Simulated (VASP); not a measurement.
The system is RbBr.

```
CELL_PARAMETERS angstrom
3.92318 0.00000 0.00000
0.00000 3.92318 0.00000
0.00000 0.00000 4.23030
ATOMIC_POSITIONS crystal
Rb 0.00000 0.00000 0.00000
Br 0.50000 0.50000 0.50000
```

This cell differs from its parent crystal: epitaxial xy strain -5.0%.

Base run:

- Program: VASP 6.6.1
- Functional: PBE
- Potentials or basis: VASP PAW PBE potentials, release 64 (Rb_sv, Br)
- Cutoff: 520 eV
- k mesh: 6 × 6 × 6
- Occupations: fermi-dirac, width 0.02 eV
- Spin: no spin polarisation

Its results: band gap on the k mesh 4.13 eV, indirect (least direct gap 4.28 eV); pressure 2.5 GPa.

Task: The run is repeated on the same cell with these changes: functional from PBE to r2SCAN; occupations from fermi-dirac, width 0.02 eV to gaussian, width 0.01 eV. What comes out?

Result: Band gap on the k mesh 4.89 eV, indirect (least direct gap 5.04 eV); pressure 1.6 GPa.

Caveats: the PAW data sets were made with another functional, which shifts forces and pressure a little (some runs).

A k mesh can miss the band edges.
